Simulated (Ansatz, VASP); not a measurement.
One calculation of MgO, two programs

```xyz
2
Lattice="2.6556 0.0000 0.0000 0.0000 2.6556 0.0000 0.0000 0.0000 2.6556" Properties=species:S:1:pos:R:3 pbc="T T T"
Mg    0.0000    0.0000    0.0000
O     1.3278    1.3278    1.3278
```

Change from the starting cell: hydrostatic strain +1.2%.

Alike in both runs: task single point; functional r2SCAN; k mesh 10 × 10 × 10; no spin polarisation.

```csv
,VASP,Ansatz
version,VASP 6.6.1,Ansatz 0.2.0
potentials or method,"VASP PAW PBE potentials, release 64 (Mg, O)","plane waves, PAW"
plane-wave cutoff (eV),520,500
occupations,"gaussian, width 0.01 eV",fixed
valence electrons in the cell,8,16
```

```tsv
	VASP	Ansatz	Ansatz less VASP
gap on the k mesh at the Fermi level (eV)	3.10	3.14	+0.041
pressure (GPa)	-6.5	-5.4	+1.11
```

VASP's potentials were made for PBE, not for r2SCAN. VASP's potentials hold 8 valence electrons a cell and Ansatz's 16, so a difference there can come from the potentials and not from the codes.
